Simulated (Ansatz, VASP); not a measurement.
**Te2Mo in VASP and in Ansatz**

File INCAR:

```
PREC = Accurate
ENCUT = 520
EDIFF = 1E-7
ISMEAR = 0
SIGMA = 0.02
LREAL = F
LASPH = T
NELM = 100
ALGO = Normal
ISIF = 2
LWAVE = F
LCHARG = T
GGA = PS
LELF = T
LVHAR = T
NBANDS = 20
```

The input KPOINTS:

```
regular mesh
0
Gamma
  12 12 2
```

The input POSCAR:

```
Te2Mo
1.0
    3.3863427868      0.0000000000      0.0000000000
   -1.6931713934      2.9326588793      0.0000000000
    0.0000000000      0.0000000000     17.8419274106
Te Mo
2 1
Direct
    0.3333333333      0.6666666667      0.8965543980
    0.3333333333      0.6666666667      0.1034456020
    0.0000000000      0.0000000000      0.0000000000
```

Input for Ansatz:

```yaml
crystal:
  lattice:
    - [3.3863427868, 0.0, 0.0]
    - [-1.6931713934, 2.9326588793, 0.0]
    - [0.0, 0.0, 17.8419274106]
  atoms:
    - { symbol: Te, position: [0.3333333333, 0.6666666667, 0.896554398] }
    - { symbol: Te, position: [0.3333333333, 0.6666666667, 0.103445602] }
    - { symbol: Mo, position: [0.0, 0.0, 0.0] }
basis:
  ecutwfc: 420
kpoints:
  mp_grid: { grid: [12, 12, 2] }
  band_path: { path: [VBM, CBM], npoints: 2 }
hamiltonian:
  xc: pbesol
scf:
  occupations: { method: gaussian, width: 0.02 }
output:
  forces: true
  stress: true
  eigenvalues: true
checkpoint:
  read: start.run
  write: ck
  compress: false
  write_wavefunctions: false
  write_every: 100000
```

Alike in both runs: task single point; functional PBEsol; k mesh 12 × 12 × 2; occupations gaussian, width 0.02 eV; no spin polarisation.

|  | VASP | Ansatz |
| --- | --- | --- |
| version | VASP 6.6.1 | Ansatz 0.2.0 |
| potentials or method | VASP PAW PBE potentials, release 64 (Te, Mo_sv), cutoff 520 eV | scalar-relativistic, plane waves, PAW |
| valence electrons in the cell | 26 | 46 |

VASP gave:

| Item | Value |
| --- | --- |
| gap on the k mesh at the Fermi level (eV) | 1.09 |
| least direct gap on the mesh (eV) | 1.49 |
| rms of the force components (eV/Å) | 0.013 |

Which values does Ansatz return?

gap on the k mesh at the Fermi level (eV): 1.09; least direct gap on the mesh (eV): 1.49; rms of the force components (eV/Å): 0.001.

VASP's potentials were made for PBE, not for PBEsol. Atom by atom the forces differ by 0.014 eV/Å (rms over components). VASP's potentials hold 26 valence electrons a cell and Ansatz's 46, so a difference there can come from the potentials and not from the codes.

Spin-orbit coupling is off throughout.
